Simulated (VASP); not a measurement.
Crystal: Al.

```
Al
1.0
     2.61737    0.00000    0.00000
     0.00000    2.61737    0.00000
     0.00000    0.00000    2.61737
Al
1
Direct
  0.00000 0.00000 0.00000
```

| Property | Result |
| --- | --- |
| Program | VASP 6.6.1 |
| Task | relaxation of cell and atoms |
| Functional | RPBE |
| Potentials or basis | VASP PAW PBE potentials, release 64 (Al) |
| Cutoff | 600 eV |
| k mesh | 12 × 12 × 12 |
| Occupations | fermi-dirac, width 0.1 eV |
| Spin | no spin polarisation |

At the start: pressure 9.8 GPa; volume 17.93 Å³/atom.

Question: Where does the relaxation end?

Answer: Over 3 steps the energy falls by 70.1 meV/atom and the volume is 20.50 Å³/atom (+14.3 %); space group Pm-3m (No. 221, to 0.05 Å).

Step by step:
```csv
step,energy change (eV),largest force (eV/Å),pressure (GPa),volume (Å³)
1,0.0000,0.0000,9.82,17.93
2,-0.0687,0.0000,-1.05,20.94
3,-0.0701,0.0000,0.06,20.50
```

Final structure:
```
Al
1.0
     2.73676    0.00000    0.00000
     0.00000    2.73676    0.00000
     0.00000    0.00000    2.73676
Al
1
Direct
  0.00000 0.00000 0.00000
```

Caveat: the PAW data sets were made with another functional, which shifts forces and pressure a little.
